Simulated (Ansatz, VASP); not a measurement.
Two plane-wave programs on InSb3

Contents of INCAR:

```
SYSTEM = InSb3
ALGO     = Normal         ! electronic algorithm
EDIFF    = 1E-7           ! SCF threshold, eV
ENCUT    = 520            ! plane-wave cutoff, eV
GGA      = PS             ! functional
ISIF     = 2              ! what is computed and relaxed
ISMEAR   = 0              ! smearing method
LASPH    = .TRUE.         ! aspherical terms in the spheres
LCHARG   = .FALSE.        ! write CHGCAR
LREAL    = .FALSE.        ! projectors in reciprocal space
LWAVE    = .FALSE.        ! write WAVECAR
NBANDS   = 22             ! bands
NELM     = 100            ! most SCF steps
PREC     = Accurate       ! precision mode
SIGMA    = 0.15           ! smearing width, eV
```

File KPOINTS:

```
k-points
0
G
  10 10 10
  0 0 0
```

POSCAR

```
InSb3
1.0
    4.6590642432      0.0000000000      0.0000000000
    0.0000000000      4.6590642432      0.0000000000
    0.0000000000      0.0000000000      5.2600835306
In Sb
1 3
Direct
    0.0000000000      0.0000000000      0.0000000000
    0.5000000000      0.0000000000      0.5000000000
    0.0000000000      0.5000000000      0.5000000000
    0.5000000000      0.5000000000      0.0000000000
```

Input for Ansatz:

```yaml
crystal:
  lattice:
    - [4.6590642432, 0.0, 0.0]
    - [0.0, 4.6590642432, 0.0]
    - [0.0, 0.0, 5.2600835306]
  atoms:
    - { symbol: In, position: [0.0, 0.0, 0.0] }
    - { symbol: Sb, position: [0.5, 0.0, 0.5] }
    - { symbol: Sb, position: [0.0, 0.5, 0.5] }
    - { symbol: Sb, position: [0.5, 0.5, 0.0] }
basis:
  ecutwfc: 420
kpoints:
  mp_grid: { grid: [10, 10, 10] }
hamiltonian:
  xc: pbesol
  pseudopotentials: { kind: paw, azcp: { folder: soft_1 } }
scf:
  occupations: { method: gaussian, width: 0.15 }
output:
  forces: true
  stress: true
  eigenvalues: true
```

Alike in both runs: task single point; functional PBEsol; k mesh 10 × 10 × 10; occupations gaussian, width 0.15 eV; no spin polarisation.

|  | VASP | Ansatz |
| --- | --- | --- |
| version | VASP 6.6.1 | Ansatz 0.2.0 |
| potentials or method | VASP PAW PBE potentials, release 64 (In_d, Sb), cutoff 520 eV | scalar-relativistic, plane waves, PAW |
| valence electrons in the cell | 28 | 58 |

```tsv
	VASP	Ansatz	Ansatz less VASP
gap on the k mesh at the Fermi level (eV)	none	none	-
pressure (GPa)	-3.8	-3.8	+0.03
```

VASP's potentials were made for PBE, not for PBEsol, and Ansatz warns of the same on its side. A gap of «none» marks a metal or a gap that the smearing closes. The functional is the same, so the differences come from potentials, cutoffs and numerics. VASP's potentials hold 28 valence electrons a cell and Ansatz's 58, so a difference there can come from the potentials and not from the codes.

Spin-orbit coupling is off throughout.
